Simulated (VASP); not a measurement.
# SnO2 (P4_2/mnm) in VASP: further runs

Runs on SnO2. Level: PBE. Tasks: single point, relaxation of cell and atoms.

Program: VASP 6.6.1. These are calculated values, not measurements. Logs are shortened: lines on timing, memory, paths and dates and some standing lists are left out, and cuts for length are marked.

## Step 1: The cell of the first run

It takes space group P4_2/mnm (No. 136, tetragonal). The conventional cell has a = 4.972 Å, b = 4.972 Å, c = 3.180 Å, α = 90.00°, β = 90.00°, γ = 90.00°. Sn (site symmetry mmm) has 6 O at 2.09 to 2.16 Å within 2.8 Å. O (site symmetry m2m) has 3 Sn at 2.09 to 2.16 Å and 1 O at 2.70 Å within 2.8 Å.

## Step 2: Single point, PBE (biaxial strain in the a-b plane: +3.0 %, then relaxed in part)

Input file INCAR:

```
ALGO = Normal
EDIFF = 1E-6
ENCUT = 520
GGA = PE
ISIF = 2
ISMEAR = 0
LASPH = T
LCHARG = T
LELF = T
LREAL = F
LVHAR = T
LWAVE = F
NBANDS = 35
NELM = 80
PREC = Accurate
SIGMA = 0.02
```

Input file KPOINTS:

```
k-points
0
Gamma
  6 6 8
```

Input file POSCAR:

```
SnO2
1.0
    4.9720060581      0.0000000000      0.0000000000
    0.0000000000      4.9720060581      0.0000000000
    0.0000000000      0.0000000000      3.1802895519
Sn O
2 4
Direct
    0.5000000000      0.5000000000      0.5000000000
    0.0000000000      0.0000000000      0.0000000000
    0.1922822137      0.8077177863      0.5000000000
    0.8077177863      0.1922822137      0.5000000000
    0.3077177863      0.3077177863      0.0000000000
    0.6922822137      0.6922822137      0.0000000000
```

Potentials or basis: VASP PAW PBE potentials, release 64 (Sn_d, O).

Run with:

```bash
cat potpaw_PBE.64/Sn_d/POTCAR potpaw_PBE.64/O/POTCAR > POTCAR
mpirun -np 1 vasp_std > vasp.out
```

OUTCAR:

```text
EDIFF = 1E-6
   ENCUT = 520
   GGA = PE
   ISIF = 2
   ISMEAR = 0
   LASPH = T
   LREAL = F
   NELM = 80
   PREC = Accurate

 ion  position               nearest neighbor table
   1  0.500  0.500  0.500-   5 2.09   6 2.09   5 2.09   6 2.09   3 2.16   4 2.16
   2  0.000  0.000  0.000-   3 2.09   4 2.09   3 2.09   4 2.09   5 2.16   6 2.16
   3  0.192  0.808  0.500-   2 2.09   2 2.09   1 2.16
   4  0.808  0.192  0.500-   2 2.09   2 2.09   1 2.16
   5  0.308  0.308  0.000-   1 2.09   1 2.09   2 2.16
   6  0.692  0.692  0.000-   1 2.09   1 2.09   2 2.16

  LATTYP: Found a simple tetragonal cell.
 ALAT       =     4.9720060581
 C/A-ratio  =     0.6396391144

  Lattice vectors:

 A1 = (   4.9720060581,   0.0000000000,   0.0000000000)
 A2 = (   0.0000000000,   4.9720060581,   0.0000000000)
 A3 = (   0.0000000000,   0.0000000000,   3.1802895519)

Analysis of symmetry for initial positions (statically):
=====================================================================
 Subroutine PRICEL returns:
 Original cell was already a primitive cell.

 Routine SETGRP: Setting up the symmetry group for a
 simple tetragonal supercell.

 Subroutine GETGRP returns: Found 16 space group operations
 (whereof  8 operations were pure point group operations)
 out of a pool of 16 trial point group operations.

The static configuration has the point symmetry D_2h.
 The point group associated with its full space group is D_4h.

Analysis of symmetry for dynamics (positions and initial velocities):
=====================================================================
 Subroutine PRICEL returns:
 Original cell was already a primitive cell.

 Routine SETGRP: Setting up the symmetry group for a
 simple tetragonal supercell.

 Subroutine GETGRP returns: Found 16 space group operations
 (whereof  8 operations were pure point group operations)
 out of a pool of 16 trial point group operations.

The dynamic configuration has the point symmetry D_2h.
 The point group associated with its full space group is D_4h.

 Subroutine INISYM returns: Found 16 space group operations
 (whereof  8 operations are pure point group operations),
 and found     1 'primitive' translations

----------------------------------------------------------------------------------------

                                     Primitive cell

  volume of cell :      78.6194

  direct lattice vectors                    reciprocal lattice vectors
     4.972006058  0.000000000  0.000000000     0.201126062  0.000000000  0.000000000
     0.000000000  4.972006058  0.000000000     0.000000000  0.201126062  0.000000000
     0.000000000  0.000000000  3.180289552     0.000000000  0.000000000  0.314436778

  length of vectors
     4.972006058  4.972006058  3.180289552     0.201126062  0.201126062  0.314436778

  position of ions in fractional coordinates (direct lattice)
     0.500000000  0.500000000  0.500000000
     0.000000000  0.000000000  0.000000000
     0.192282214  0.807717786  0.500000000
     0.807717786  0.192282214  0.500000000
     0.307717786  0.307717786  0.000000000
     0.692282214  0.692282214  0.000000000

  ion indices of the primitive-cell ions
   primitive index   ion index
                 1           1
                 2           2
                 3           3
                 4           4
                 5           5
                 6           6

----------------------------------------------------------------------------------------

 KPOINTS: k-points

Automatic generation of k-mesh.
 Grid dimensions read from file:
 generate k-points for:    6    6    8

 Generating k-lattice:

  Cartesian coordinates                     Fractional coordinates (reciprocal lattice)
     0.033521010  0.000000000  0.000000000     0.166666667  0.000000000  0.000000000
     0.000000000  0.033521010  0.000000000     0.000000000  0.166666667  0.000000000
     0.000000000  0.000000000  0.039304597     0.000000000  0.000000000  0.125000000

  Length of vectors
     0.033521010  0.033521010  0.039304597

  Shift w.r.t. Gamma in fractional coordinates (k-lattice)
     0.000000000  0.000000000  0.000000000

 Subroutine IBZKPT returns following result:
 ===========================================

 Found     50 irreducible k-points:

 Following reciprocal coordinates:
            Coordinates               Weight
  0.000000  0.000000  0.000000      1.000000
  0.166667  0.000000  0.000000      4.000000
  0.333333  0.000000  0.000000      4.000000
  0.500000  0.000000  0.000000      2.000000
  0.166667  0.166667  0.000000      4.000000
  0.333333  0.166667  0.000000      8.000000
[... 16 lines left out ...]
  0.333333  0.000000  0.250000      8.000000
  0.500000  0.000000  0.250000      4.000000
 [... further k-points ...]
   k-points           NKPTS =     50   k-points in BZ     NKDIM =     50   number of bands    NBANDS=     35
   number of dos      NEDOS =    301   number of ions     NIONS =      6
   total plane-waves  NPLWV =  38400
   dimension x,y,z NGX =    40 NGY =   40 NGZ =   24
   dimension x,y,z NGXF=    80 NGYF=   80 NGZF=   48
   ions per type =               2   4
   NGX,Y,Z   is equivalent  to a cutoff of  13.37, 13.37, 12.55 a.u.
   NGXF,Y,Z  is equivalent  to a cutoff of  26.75, 26.75, 25.09 a.u.
 SYSTEM =  unknown system
   PREC   = accura    normal or accurate (medium, high low for compatibility)
   ISTART =      0    job   : 0-new  1-cont  2-samecut
   ICHARG =      2    charge: 1-file 2-atom 10-const
   ISPIN  =      1    spin polarized calculation?
   LNONCOLLINEAR =      F non collinear calculations
   LSORBIT =      F    spin-orbit coupling
   LASPH  =      T    aspherical Exc in radial PAW
   ENCUT  =  520.0 eV  38.22 Ry    6.18 a.u.   9.24  9.24  5.91*2*pi/ulx,y,z
   NELM   =     80;   NELMIN=  2; NELMDL= -5     # of ELM steps
   EDIFF  = 0.1E-05   stopping-criterion for ELM
   LREAL  =      F    real-space projection
   EDIFFG = 0.1E-04   stopping-criterion for IOM
   NSW    =      0    number of steps for IOM
   IBRION =     -1    ionic relax: 0-MD 1-quasi-New 2-CG
   NFREE  =      0    steps in history (QN), initial steepest desc. (CG)
   ISIF   =      2    stress and relaxation
   ISYM   =      2    0-nonsym 1-usesym 2-fastsym
   POTIM  = 0.5000    time-step for ionic-motion
   TEBEG  =    0.0;   TEEND  =   0.0 temperature during run
   PSTRESS=    0.0 pullay stress
   NELECT =      52.0000    total number of electrons
   NUPDOWN=      -1.0000    fix difference up-down
   EMIN   =  10.00;   EMAX   =-10.00  energy-range for DOS
   EFERMI =   0.00;   METHOD = LEGACY
   ISMEAR =     0;   SIGMA  =   0.02  broadening in eV -4-tet -1-fermi 0-gaus
   EFERMI_NEDOS =   21; number of points for ismear=-14 and -15
   IALGO  =     38    algorithm
   IMIX   =      4    mixing-type and parameters
     AMIX     =   0.40;   BMIX     =  1.00
     AMIX_MAG =   1.60;   BMIX_MAG =  1.00
  volume/ion in A,a.u.               =      13.10        88.43
  Fermi-wavevector in a.u.,A,eV,Ry     =   1.426371  2.695451 27.681535  2.034535
  Thomas-Fermi vector in A             =   2.546656
   LORBIT       =      0    0 simple, 1 ext, 2 COOP (PROOUT), +10 PAW based schemes
   GGA     = PE    functional components
   LHFCALC =     F    Hartree Fock is set to
   AEXX    =    0.0000 exact exchange contribution
   IVDW    =     0    specifies the selected vdW correction
   LEPSILON=     F    determine dielectric tensor
   LRPA    =     F    only Hartree local field effects (RPA)
 non-spin polarized calculation
 Gauss-broadening in eV      SIGMA  =   0.02
  energy-cutoff  :      520.00
  volume of cell :       78.62
 maximum number of plane-waves:      2146
 NGX is ok and might be reduce to    40
   NGX = 19   NGY = 19   NGZ = 11

 number of electron      52.0000005 magnetization

 Free energy of the ion-electron system (eV)
  ---------------------------------------------------
  ext. energy  EPLUGINS =         0.00000000
  ---------------------------------------------------
  free energy    TOTEN  =       -37.21882081 eV

  energy without entropy =      -37.21882081  energy(sigma->0) =      -37.21882081

 E-fermi :   5.1717     XC(G=0): -10.7381

 val. band max:        5.0440905237   @ k =   0.0000   0.0000   0.0000
 cond. band min:       5.5306845047   @ k =   0.0000   0.0000   0.0000
 fundamental gap:      0.4865939811
 Fermi energy:         5.1716706740

 k-point     1 :       0.0000    0.0000    0.0000
  band No.  band energies     occupation
      1     -15.9701      2.00000
      2     -15.4528      2.00000
      3     -15.1937      2.00000
      4     -15.1634      2.00000
      5     -15.1634      2.00000
      6     -15.0948      2.00000
[... 27 lines left out ...]
     34      15.7500      0.00000
     35      16.9503      0.00000

 k-point     2 :       0.1667    0.0000    0.0000
  band No.  band energies     occupation
      1     -15.9393      2.00000
      2     -15.4862      2.00000
      3     -15.1917      2.00000
      4     -15.1624      2.00000
      5     -15.1623      2.00000
      6     -15.1040      2.00000
[... 27 lines left out ...]
     34      15.9955      0.00000
     35      16.9497      0.00000

 k-point     3 :       0.3333    0.0000    0.0000
  band No.  band energies     occupation
      1     -15.8515      2.00000
      2     -15.5853      2.00000
      3     -15.1848      2.00000
      4     -15.1601      2.00000
      5     -15.1600      2.00000
      6     -15.1437      2.00000
[... 27 lines left out ...]
     34      16.5773      0.00000
     35      16.9636      0.00000
[... 723 lines left out ...]
 k-point    23 :       0.3333    0.0000    0.2500
  band No.  band energies     occupation
      1     -15.7353      2.00000
      2     -15.6504      2.00000
      3     -15.4261      2.00000
      4     -15.2655      2.00000
      5     -15.1017      2.00000
      6     -15.0929      2.00000
[... 27 lines left out ...]
     34      16.5002      0.00000
     35      16.9983      0.00000

 k-point    24 :       0.5000    0.0000    0.2500
  band No.  band energies     occupation
      1     -15.7074      2.00000
      2     -15.7074      2.00000
      3     -15.3344      2.00000
      4     -15.3344      2.00000
      5     -15.0986      2.00000
      6     -15.0986      2.00000
[... 27 lines left out ...]
     34      16.5425      0.00000
     35      17.1585      0.00000

 [... further k-points ...]

------------------------ aborting loop because EDIFF is reached ----------------------------------------

  FORCE on cell =-STRESS in cart. coord.  units (eV):
  Direction    XX          YY          ZZ          XY          YZ          ZX
  --------------------------------------------------------------------------------------
  -------------------------------------------------------------------------------------
  Total       -3.1368750     -3.1368750      0.3886375      0.0000000      0.0000000      0.0000000
  in kB      -63.9260454    -63.9260454      7.9200020      0.0000000      0.0000000      0.0000000
  external PRESSURE =     -39.9773629 kB  Pullay stress =       0.0000000 kB

 VOLUME and BASIS-vectors are now :
 -----------------------------------------------------------------------------
  energy-cutoff  :      520.00
  volume of cell :       78.62
      direct lattice vectors                 reciprocal lattice vectors
     4.972006058  0.000000000  0.000000000     0.201126062  0.000000000  0.000000000
     0.000000000  4.972006058  0.000000000     0.000000000  0.201126062  0.000000000
     0.000000000  0.000000000  3.180289552     0.000000000  0.000000000  0.314436778

 POSITION                                       TOTAL-FORCE (eV/Angst)
 -----------------------------------------------------------------------------------
      2.48600      2.48600      1.59014         0.000000     -0.000000      0.000000
      0.00000      0.00000      0.00000         0.000000     -0.000000      0.000000
      0.95603      4.01598      1.59014         0.022907     -0.022907     -0.000000
      4.01598      0.95603      1.59014        -0.022907      0.022907      0.000000
      1.52997      1.52997      0.00000        -0.022907     -0.022907     -0.000000
      3.44203      3.44203      0.00000         0.022907      0.022907      0.000000
 -----------------------------------------------------------------------------------
    total drift:                                0.000000     -0.000000     -0.000000

  FREE ENERGIE OF THE ION-ELECTRON SYSTEM (eV)
  ---------------------------------------------------
  free  energy   TOTEN  =       -37.2188208118 eV

  energy  without entropy=      -37.2188208118  energy(sigma->0) =      -37.21882081
```

Run time: 2.8 min. Hardware: 1 thread of Intel Xeon 8259CL, shared host; peak memory 0.25 GiB.

What came out:

```
Free energy            : -37.2188 eV
Pressure               : -4.0 GPa
Largest force          : 0.032 eV/Å
Band gap on the k mesh : 0.49 eV
```

Forces on the atoms (eV/Å):
```
Sn   0.000  0.000  0.000
Sn   0.000  0.000  0.000
O    0.023 -0.023  0.000
O   -0.023  0.023  0.000
O   -0.023 -0.023  0.000
O    0.023  0.023  0.000
```

Levels at points of the mesh, in eV from the valence-band top:
| k point | band 23 | band 24 | band 25 | band 26 | band 27 | band 28 | band 29 | band 30 |
| --- | --- | --- | --- | --- | --- | --- | --- | --- |
| (0.00, 0.00, 0.00) | -1.15 | -0.76 | -0.76 | 0.00 | 0.49 | 5.66 | 6.16 | 6.16 |
| (0.50, 0.00, 0.00) | -1.11 | -1.11 | -0.63 | -0.63 | 3.54 | 3.54 | 6.92 | 6.92 |
| (0.50, 0.50, 0.00) | -1.20 | -1.20 | -0.88 | -0.88 | 3.99 | 3.99 | 7.10 | 7.10 |
| (0.00, 0.00, 0.50) | -1.39 | -1.39 | -1.13 | -1.13 | 5.23 | 5.23 | 8.95 | 8.95 |
| (0.50, 0.00, 0.50) | -0.98 | -0.98 | -0.84 | -0.84 | 5.44 | 5.44 | 7.06 | 7.06 |
| (0.50, 0.50, 0.50) | -0.92 | -0.92 | -0.78 | -0.78 | 4.03 | 4.03 | 8.30 | 8.30 |

Caveat: the cell differs from its parent crystal (biaxial strain in the a-b plane: +3.0 %, then relaxed in part); the cell stands under tension; spin-orbit coupling is left out, which moves the levels of the heavy elements.

## Step 3: Single point, PBE (biaxial strain in the a-b plane: +3.0 %)

Input file INCAR:

```
SYSTEM = SnO2
ALGO = Normal ; EDIFF = 1E-7
ENCUT = 520 ; GGA = PE
ISIF = 2 ; ISMEAR = 0
LASPH = .TRUE. ; LCHARG = .FALSE.
LREAL = .FALSE. ; LWAVE = .FALSE.
NBANDS = 35 ; NELM = 80
PREC = Accurate ; SIGMA = 0.02
```

Input file KPOINTS:

```
k-points
0
G
  6 6 8
  0 0 0
```

Input file POSCAR:

```
SnO2
1.0
    4.9720060581      0.0000000000      0.0000000000
    0.0000000000      4.9720060581      0.0000000000
    0.0000000000      0.0000000000      3.1798655072
Sn O
2 4
Direct
    0.5000000000      0.5000000000      0.5000000000
    0.0000000000      0.0000000000      0.0000000000
    0.1930539208      0.8069460792      0.5000000000
    0.8069460792      0.1930539208      0.5000000000
    0.3069460792      0.3069460792      0.0000000000
    0.6930539208      0.6930539208      0.0000000000
```

Potentials or basis: VASP PAW PBE potentials, release 64 (Sn_d, O).

Run with:

```bash
cat potpaw_PBE.64/Sn_d/POTCAR potpaw_PBE.64/O/POTCAR > POTCAR
mpirun -np 1 vasp_std > vasp.out
```

It took 2.7 min on 1 thread of Intel Xeon 8259CL, shared host; peak memory 0.26 GiB.

It converged, with:

| Property | Result |
| --- | --- |
| Free energy | -37.2184 eV |
| Pressure | -4.2 GPa |
| Largest force | 0.062 eV/Å |
| Band gap on the k mesh | 0.46 eV |

Forces on the atoms (eV/Å):
```
Sn   0.000  0.000  0.000
Sn   0.000  0.000  0.000
O   -0.044  0.044  0.000
O    0.044 -0.044  0.000
O    0.044  0.044  0.000
O   -0.044 -0.044  0.000
```

Stress tensor (GPa, compression positive):
```
-6.62  0.00  0.00
 0.00 -6.62  0.00
 0.00  0.00  0.58
```

Levels at points of the mesh, in eV from the valence-band top:
```
           k point  band 22  band 23  band 24  band 25  band 26  band 27  band 28  band 29  band 30  band 31
(0.00, 0.00, 0.00)    -1.15    -1.15    -0.76    -0.76     0.00     0.46     5.68     6.15     6.15     9.95
(0.50, 0.00, 0.00)    -1.86    -1.11    -1.11    -0.63    -0.63     3.53     3.53     6.93     6.93     9.70
(0.50, 0.50, 0.00)    -1.74    -1.20    -1.20    -0.89    -0.89     4.00     4.00     7.10     7.10     9.78
(0.00, 0.00, 0.50)    -2.52    -1.40    -1.40    -1.13    -1.13     5.20     5.20     8.92     8.92     9.76
(0.50, 0.00, 0.50)    -1.60    -0.98    -0.98    -0.84    -0.84     5.41     5.41     7.04     7.04    10.68
(0.50, 0.50, 0.50)    -2.47    -0.91    -0.91    -0.78    -0.78     3.99     3.99     8.33     8.33    10.14
```

Caveat: the cell differs from its parent crystal (biaxial strain in the a-b plane: +3.0 %); the cell stands under tension; spin-orbit coupling is left out, which moves the levels of the heavy elements.

## Step 4: Single point, PBE (uniaxial strain along c: +4.5 %)

Input file INCAR:

```
PREC = Accurate
ENCUT = 520
EDIFF = 1E-7
ISMEAR = 0
SIGMA = 0.02
LREAL = F
LASPH = T
NELM = 60
ALGO = Normal
ISIF = 2
LWAVE = F
LCHARG = T
GGA = PE
LELF = T
LVHAR = T
NBANDS = 35
```

Input file KPOINTS:

```
Automatic mesh
0
Gamma
  6 6 8
```

Input file POSCAR:

```
SnO2
1.0
    4.7728844592      0.0000000000      0.0000000000
    0.0000000000      4.7728844592      0.0000000000
    0.0000000000      0.0000000000      3.3838691010
Sn O
2 4
Direct
    0.5000000000      0.5000000000      0.5000000000
    0.0000000000      0.0000000000      0.0000000000
    0.1927576313      0.8072423687      0.5000000000
    0.8072423687      0.1927576313      0.5000000000
    0.3072423687      0.3072423687      0.0000000000
    0.6927576313      0.6927576313      0.0000000000
```

Run with:

```bash
cat potpaw_PBE.64/Sn_d/POTCAR potpaw_PBE.64/O/POTCAR > POTCAR
mpirun -np 1 vasp_std > vasp.out
```

It took 1.7 min on 1 thread of Intel Xeon Platinum 8488C (Sapphire Rapids), shared host; peak memory 0.24 GiB.

Results (log left out):

| Property | Result |
| --- | --- |
| Free energy | -37.1989 eV |
| Pressure | -4.5 GPa |
| Largest force | 0.039 eV/Å |
| Band gap on the k mesh | 0.26 eV |

Forces on the atoms (eV/Å):
```
Sn   0.000  0.000  0.000
Sn   0.000  0.000  0.000
O   -0.028  0.028  0.000
O    0.028 -0.028  0.000
O    0.028  0.028  0.000
O   -0.028 -0.028  0.000
```

Stress tensor (GPa, compression positive):
```
 -1.10   0.00   0.00
  0.00  -1.10   0.00
  0.00   0.00 -11.44
```

Levels at points of the mesh, in eV from the valence-band top:
```csv
k point,band 24,band 25,band 26,band 27,band 28,band 29
"(0.00, 0.00, 0.00)",-0.65,-0.65,0.00,0.26,5.04,5.61
"(0.50, 0.00, 0.00)",-1.28,-0.54,-0.54,3.63,3.63,6.32
"(0.50, 0.50, 0.00)",-1.44,-0.71,-0.71,3.87,3.87,6.77
"(0.00, 0.00, 0.50)",-1.48,-1.12,-1.12,5.27,5.27,9.32
"(0.50, 0.00, 0.50)",-0.92,-0.64,-0.64,5.59,5.59,7.67
"(0.50, 0.50, 0.50)",-0.84,-0.66,-0.66,4.17,4.17,8.53
```

Caveat: the cell differs from its parent crystal (uniaxial strain along c: +4.5 %); the cell stands under tension; spin-orbit coupling is left out, which moves the levels of the heavy elements.

(Continued in part 2 of 2.)
